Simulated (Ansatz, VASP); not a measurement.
# Cu4Si3: VASP beside Ansatz

```
Si Cu
1.0
     4.69854    0.00000    0.00000
     0.00000    4.69854    0.00000
     0.00000    0.00000    4.69854
Si Cu
3 4
Direct
  0.00000 0.00000 0.50000
  0.50000 0.00000 0.00000
  0.00000 0.50000 0.00000
  0.72378 0.27622 0.27622
  0.27622 0.72378 0.27622
  0.27622 0.27622 0.72378
  0.72378 0.72378 0.72378
```

Change from the starting cell: species swapped into the Si3As4 type (P-43m, No. 215).

Alike in both runs: task relaxation of cell and atoms; functional PBE; k mesh 4 × 4 × 4; occupations gaussian, width 0.1 eV; no spin polarisation.

|  | VASP | Ansatz |
| --- | --- | --- |
| version | VASP 6.6.1 | Ansatz 0.2.0 |
| potentials or method | VASP PAW PBE potentials, release 64 (Si, Cu), cutoff 600 eV | scalar-relativistic, plane waves, PAW |
| valence electrons in the cell | 56 | 88 |

```csv
,VASP,Ansatz,Ansatz less VASP
"gap on the k mesh at the Fermi level, each at its own relaxed structure (eV)",none,none,-
relaxed volume (Å³/atom),15.81,15.76,-0.048
relaxed length of the cell vector where the two differ most in proportion (Å),4.801,4.796,-0.0048
```

A gap of «none» marks a metal or a gap that the smearing closes. VASP's potentials hold 56 valence electrons a cell and Ansatz's 88, so a difference there can come from the potentials and not from the codes.
